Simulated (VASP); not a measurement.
Here is a VASP 6.6.1 calculation.

The input INCAR:

```
ALGO = Normal
EDIFF = 1E-7
ENCUT = 520
GGA = PE
ISIF = 2
ISMEAR = -1
IVDW = 12
LASPH = T
LCHARG = F
LREAL = Auto
LWAVE = F
NBANDS = 66
NELM = 80
PREC = Accurate
SIGMA = 0.05
```

The input KPOINTS:

```
k-points
0
Gamma
  1 1 1
```

Contents of POSCAR:

```
CO
1.0
    7.7417530000      0.0000000000      0.0000000000
    0.0000000000      7.7417530000      0.0000000000
    0.0000000000      0.0000000000      7.7417530000
O C
10 10
Direct
    1.0035633395      0.2738396649      0.2097525769
    0.1759496951      0.6488993222      0.4825312155
    0.8716522967      0.8355994646      0.1360346704
    0.3819587529      0.1253536996      0.6679709335
    0.8865016426      0.3760565096      0.6249099694
    0.2550462043      0.8175649606     -0.0404855032
    0.8989160710      0.9614287875      0.5289226661
    0.4089985209      0.1949363627      0.2329645169
    0.6410533717      0.6567901760      0.4399763793
    0.6191788528      0.5356770368      0.9040245640
    0.9092719481      0.2744815550      0.0973752991
    0.2199633467      0.5993393121      0.3515500510
    0.7532187503      0.8805946598      0.0617804660
    0.4119625998      0.0062750318      0.5874209812
    1.0018155461      0.3331652360      0.7052113799
    0.1812562621      0.6935843382     -0.0672991994
    0.9018997274      0.9009720455      0.6624245934
    0.4427697128      0.1824548097      0.0904873352
    0.6328491745      0.5478787666      0.3421433386
    0.5191890846      0.5071450609      0.8005734661
```

Potentials or basis: VASP PAW PBE potentials, release 64 (O, C).

Run with:

```console
$ cat potpaw_PBE.64/O/POTCAR potpaw_PBE.64/C/POTCAR > POTCAR
$ mpirun -np 1 vasp_gam > vasp.out
```

Problem. Predict the pressure.

Solution. 1.2 GPa.

Problem. Predict the largest force.

Solution. 0.935 eV/Å.

Problem. Estimate the dispersion energy per atom.

Solution. -0.058 eV.

Forces on the atoms (eV/Å):
```
O    0.561  0.006  0.690
O   -0.235  0.236  0.635
O    0.670 -0.252  0.416
O   -0.124  0.515  0.321
O   -0.568  0.240 -0.412
O    0.452  0.759  0.159
O   -0.025  0.386 -0.851
O   -0.161  0.021  0.679
O    0.056  0.654  0.588
O    0.616  0.183  0.626
C   -0.577  0.011 -0.675
C    0.239 -0.229 -0.631
C   -0.689  0.266 -0.411
C    0.141 -0.523 -0.322
C    0.596 -0.233  0.440
C   -0.465 -0.756 -0.173
C    0.010 -0.383  0.846
C    0.147 -0.034 -0.683
C   -0.033 -0.688 -0.600
C   -0.611 -0.180 -0.643
```

Caveat: the k points lie up to 0.81 Å⁻¹ apart, too coarse for converged energies, forces and pressures.
